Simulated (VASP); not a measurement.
Here is a VASP 6.6.1 calculation.

Contents of INCAR:

```
  ALGO = Normal
  EDIFF = 1E-7
  ENCUT = 520
  GGA = PS
  ISIF = 2
  ISMEAR = 0
  LASPH = T
  LCHARG = T
  LELF = T
  LREAL = Auto
  LVHAR = T
  LWAVE = F
  NBANDS = 53
  NELM = 100
  PREC = Accurate
  SIGMA = 0.05
```

The input KPOINTS:

```
k-points
0
Gamma
  2 2 2
```

POSCAR

```
Si16Ge
1.0
    0.0000000000      5.4300000000      5.4300000000
    5.4300000000      0.0000000000      5.4300000000
    5.4300000000      5.4300000000      0.0000000000
Si Ge
16 1
Direct
   -0.0234091160     -0.0230592081     -0.0232842541
    0.1019532228      0.1022974217      0.1022808471
    0.0194385820      0.0198201657      0.4577562615
    0.1315929098      0.1319947514      0.6077848066
    0.0197939227      0.4576777164      0.0196535912
    0.1318779926      0.6078617864      0.1316549724
    0.0086427256      0.5029591160      0.5026804788
    0.1426558011      0.6217895028      0.6214876611
    0.4574558011      0.0200375691      0.0195338858
    0.6075501842      0.1321975138      0.1315818600
    0.5025862799      0.0090024862      0.5025997238
    0.6215024862      0.1428634438      0.6215312155
    0.5028376611      0.5031288214      0.0084708103
    0.6213368324      0.6216497238      0.1429377532
    0.5133493554      0.5136158379      0.5134322284
    0.6377399632      0.6381110497      0.6375263352
    0.8370027624      0.8372957643      0.8372360958
```

Potentials or basis: VASP PAW PBE potentials, release 64 (Si, Ge_d).

Command:

```sh
$ cat potpaw_PBE.64/Si/POTCAR potpaw_PBE.64/Ge_d/POTCAR > POTCAR
$ mpirun -np 1 vasp_std > vasp.out
```

Problem. What does it give for the largest force?

Solution. 0.030 eV/Å.

Problem. Predict the pressure.

Solution. 3.7 GPa.

Problem. Estimate the band gap on the k mesh.

Solution. Zero (bands 39 and 40 overlap by 0.14 eV).

Stress tensor (GPa, compression positive):
```
 3.70 -0.69 -0.70
-0.69  3.70 -0.70
-0.70 -0.70  3.71
```

Caveat: the k points lie up to 0.50 Å⁻¹ apart; the PAW data sets were made with another functional, which shifts forces and pressure a little.
